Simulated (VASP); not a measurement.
The system is Ir.

```xyz
1
Lattice="0.0000 1.9197 1.9197 1.9197 0.0000 1.9197 1.9197 1.9197 0.0000" Properties=species:S:1:pos:R:3 pbc="T T T"
Ir    0.0000    0.0000    0.0000
```

```yaml
Program: VASP 6.6.1
Task: relaxation of cell and atoms
Functional: RPBE
Potentials_or_basis: VASP PAW PBE potentials, release 64 (Ir)
Cutoff: 600 eV
k_mesh: 14 × 14 × 14
Occupations: fermi-dirac, width 0.05 eV
Spin: collinear spin, ferromagnetic start
Starting_moments: "[1.0] μB"
```

At the start: pressure 14.1 GPa; volume 14.15 Å³/atom.

Problem. Where does the relaxation end?

Solution. Over 4 steps the energy falls by 23.3 meV/atom and the volume is 14.71 Å³/atom (+3.9 %); space group Fm-3m (No. 225, to 0.05 Å); moment 0.00 μB per cell.

Step by step:
```csv
step,energy change (eV),largest force (eV/Å),pressure (GPa),volume (Å³)
1,0.0000,0.0000,14.06,14.15
2,0.2209,0.0000,-31.58,16.85
3,-0.0232,0.0000,-0.77,14.74
4,-0.0233,0.0000,-0.07,14.71
```

Final structure:
```yaml
crystal:
  lattice:
    - [0.00000, 1.94454, 1.94454]
    - [1.94454, 0.00000, 1.94454]
    - [1.94454, 1.94454, 0.00000]
  atoms:
    - { symbol: Ir, position: [0.00000, 0.00000, 0.00000] }
```

Caveat: the PAW data sets were made with another functional, which shifts forces and pressure a little.
